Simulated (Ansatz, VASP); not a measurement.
## MgS in VASP and in Ansatz

```
Mg S
1.0
     3.27576    0.00000    0.00000
     0.00000    3.27576    0.00000
     0.00000    0.00000    3.27576
Mg S
1 1
Direct
  0.50000 0.50000 0.50000
  0.00000 0.00000 0.00000
```

Change from the starting cell: species swapped into the TaRu type (Pm-3m, No. 221).

Alike in both runs: task relaxation of cell and atoms; functional PBE; k mesh 16 × 16 × 16; occupations gaussian, width 0.1 eV; no spin polarisation.

|  | VASP | Ansatz |
| --- | --- | --- |
| version | VASP 6.6.1 | Ansatz 0.2.0 |
| potentials or method | VASP PAW PBE potentials, release 64 (Mg, S), cutoff 600 eV | scalar-relativistic, plane waves, PAW |
| valence electrons in the cell | 8 | 16 |

|  | VASP | Ansatz | Ansatz less VASP |
| --- | --- | --- | --- |
| gap on the k mesh at the Fermi level, each at its own relaxed structure (eV) | none | none | - |
| relaxed volume (Å³/atom) | 17.49 | 17.58 | +0.083 |
| relaxed cell length with the largest relative difference (Å) | 3.271 | 3.276 | +0.0052 |

A gap of «none» marks a metal or a gap that the smearing closes. VASP's potentials hold 8 valence electrons a cell and Ansatz's 16, so a difference there can come from the potentials and not from the codes.
